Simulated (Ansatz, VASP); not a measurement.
# SnO: VASP beside Ansatz

Contents of POSCAR:

```
SnO
1.0
    0.0000000000      2.7393591945      2.7393591945
    2.7393591945      0.0000000000      2.7393591945
    2.7393591945      2.7393591945      0.0000000000
Sn O
1 1
Direct
    0.0000000000      0.0000000000      0.0000000000
    0.2500000000      0.2500000000      0.2500000000
```

INCAR.step1

```
PREC = Accurate
ENCUT = 520
EDIFF = 1E-5
ISMEAR = -1
SIGMA = 0.02
LREAL = F
LASPH = T
NELM = 60
ALGO = Normal
ISIF = 2
LWAVE = T
LCHARG = F
NBANDS = 17
GGA = PE
```

File INCAR.step2:

```
PREC = Accurate
ENCUT = 520
EDIFF = 1E-6
ISMEAR = -1
SIGMA = 0.02
LREAL = F
LASPH = T
NELM = 60
ALGO = Normal
ISIF = 2
LWAVE = F
LCHARG = F
GGA = PE
LHFCALC = T
HFSCREEN = 0.2079
PRECFOCK = Normal
NBANDS = 17
ISTART = 1
```

KPOINTS

```
regular mesh
0
Gamma
  6 6 6
```

Input for Ansatz:

```yaml
crystal:
  lattice:
    - [0.0, 2.7393591945, 2.7393591945]
    - [2.7393591945, 0.0, 2.7393591945]
    - [2.7393591945, 2.7393591945, 0.0]
  atoms:
    - { symbol: Sn, position: [0.0, 0.0, 0.0] }
    - { symbol: O, position: [0.25, 0.25, 0.25] }
kpoints:
  mp_grid: { grid: [6, 6, 6] }
  band_path:
    path:
      - [0.0, 0.0, 0.0]
      - [-0.5, -0.5, 0.0]
      - [-0.375, -0.375, 0.25]
      - [-0.375, 0.0, 0.375]
      - [0.0, 0.0, 0.5]
      - [-0.5, -0.25, 0.25]
      - [-0.5, -0.4, 0.1]
    npoints: 1
hamiltonian:
  xc: hse06
scf:
  occupations: { method: fermi_dirac, width: 0.02 }
  n_extra_bands: 4
output:
  forces: true
  stress: true
  eigenvalues: true
```

Change from the starting cell: hydrostatic strain +1.1%.

Alike in both runs: task single point; functional HSE06; k mesh 6 × 6 × 6; occupations fermi-dirac, width 0.02 eV; no spin polarisation.

|  | VASP | Ansatz |
| --- | --- | --- |
| version | VASP 6.6.1 | Ansatz 0.2.0 |
| potentials or method | VASP PAW PBE potentials, release 64 (Sn_d, O) | plane waves, PAW |
| plane-wave cutoff (eV) | 520 | 420 |
| valence electrons in the cell | 20 | 20 |

Ansatz gave:

- pressure (GPa): -2.0

Problem. What did VASP give for the same quantities?

Solution. Pressure (GPa): -1.9.

Ansatz's warnings: filled band counts differ across k points, stress exchange threshold loose, stress scf threshold loose.
